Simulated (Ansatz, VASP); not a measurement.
Given: the input of a run of VASP 6.6.1 on C.

Contents of INCAR:

```
ALGO = Normal
EDIFF = 1E-6
ENCUT = 520
GGA = PS
ISIF = 2
ISMEAR = -1
LASPH = True
LCHARG = False
LREAL = False
LWAVE = False
NBANDS = 11
NELM = 80
PREC = Accurate
SIGMA = 0.05
```

File KPOINTS:

```
k-points
0
Gamma
  13 13 8
```

POSCAR

```
C
1.0
    2.1273203072     -1.2282824400      0.0000000000
    2.1273203072      1.2282824400      0.0000000000
   -1.3790696309      0.0000000000      3.5028300786
C
2
Direct
    0.1666444700      0.1666444700      0.9999069600
    0.8333555300      0.8333555300      0.0000930400
```

Potentials or basis: VASP PAW PBE potentials, release 64 (C).

Command:

```bash
$ cat potpaw_PBE.64/C/POTCAR > POTCAR
$ mpirun -np 1 vasp_std > vasp.out
```

Question: Set up the same calculation for Ansatz 0.2.0. Potentials there: all-electron LAPW, scalar-relativistic.

Answer: As run (the cutoff follows the program's own potentials):

input.yaml

```yaml
crystal:
  lattice:
    - [2.1273203072, -1.22828244, 0.0]
    - [2.1273203072, 1.22828244, 0.0]
    - [-1.3790696309, 0.0, 3.5028300786]
  atoms:
    - { symbol: C, position: [0.16664447, 0.16664447, 0.99990696] }
    - { symbol: C, position: [0.83335553, 0.83335553, 9.304e-05] }
kpoints:
  mp_grid: { grid: [13, 13, 8] }
scf:
  occupations: { method: fermi_dirac, width: 0.05 }
hamiltonian:
  xc: pbesol
  pseudopotentials: { kind: all_electron, lapw: { basis_error: 0.001 } }
output:
  forces: true
  stress: true
  eigenvalues: true
```

Potentials or basis: all-electron LAPW, scalar-relativistic.

Run with:

```sh
$ ansatz run input.yaml --threads 1 --pin off --max-ram 3072MiB --backend cpu --events-out ev --progress --plain --runs-dir out
```

Both were run:

|  | VASP | Ansatz | Ansatz less VASP |
| --- | --- | --- | --- |
| gap on the k mesh at the Fermi level (eV) | 0.92 | 0.92 | 0.000 |
| least direct gap on the mesh (eV) | 0.93 | 0.93 | 0.000 |
| pressure (GPa) | 1.5 | 0.9 | -0.69 |
| traceless stress, the component that is largest in VASP (GPa) | -1.09 | -0.32 | +0.777 |

VASP's potentials were made for PBE, not for PBEsol. Ansatz ran all-electron here, and VASP with PAW potentials.
